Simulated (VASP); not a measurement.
Write the native input for VASP 6.6.1 that does the following.

* Task: single point
* Functional: PBE
* Potentials or basis: VASP PAW PBE potentials, release 64 (B, N)
* Cutoff: 520 eV
* k mesh: 6 × 6 × 4
* Occupations: gaussian, width 0.01 eV
* Spin: no spin polarisation
* Dipole correction: no
* Further INCAR settings: ALGO = Normal; EDIFF = 1e-06; NBANDS = 16

The structure of BN lies in POSCAR:

```
BN
1.0
    2.4491011683      0.0000000000      0.0000000000
   -1.2245505841      2.1209838282      0.0000000000
    0.0000000000      0.0000000000      3.9332315171
B N
2 2
Direct
    0.0000000000      0.0000000000      0.0000000000
    0.0000000000      0.0000000000      0.5000000000
    0.3333333333      0.6666666667      0.2500000000
    0.6666666667      0.3333333333      0.7500000000
```

This cell differs from its parent crystal: volume changed by -5%.

The input as run:

INCAR

```
ALGO     = Normal         # electronic algorithm
EDIFF    = 1E-6           # SCF threshold, eV
ENCUT    = 520            # plane-wave cutoff, eV
GGA      = PE             # functional
ISIF     = 2              # what is computed and relaxed
ISMEAR   = 0              # smearing method
LASPH    = T              # aspherical terms in the spheres
LCHARG   = T              # write CHGCAR
LELF     = T              # ELF
LREAL    = F              # projectors in reciprocal space
LVHAR    = T            
LWAVE    = F              # write WAVECAR
NBANDS   = 16             # bands
NELM     = 80             # most SCF steps
PREC     = Accurate       # precision mode
SIGMA    = 0.01           # smearing width, eV
```

KPOINTS

```
k-points
0
Gamma
  6 6 4
```

Potentials or basis: VASP PAW PBE potentials, release 64 (B, N).

Launch:

```sh
$ cat potpaw_PBE.64/B/POTCAR potpaw_PBE.64/N/POTCAR > POTCAR
$ mpirun -np 1 vasp_std > vasp.out
```

Results of the run:

- Pressure: 26.6 GPa
- Band gap on the k mesh: 1.88 eV, indirect (least direct gap 5.91 eV)

Caveat: the k points lie up to 0.49 Å⁻¹ apart.

Wall time 4 s on 1 thread of Intel Xeon 6975P-C (shared host), peak memory 0.12 GiB.
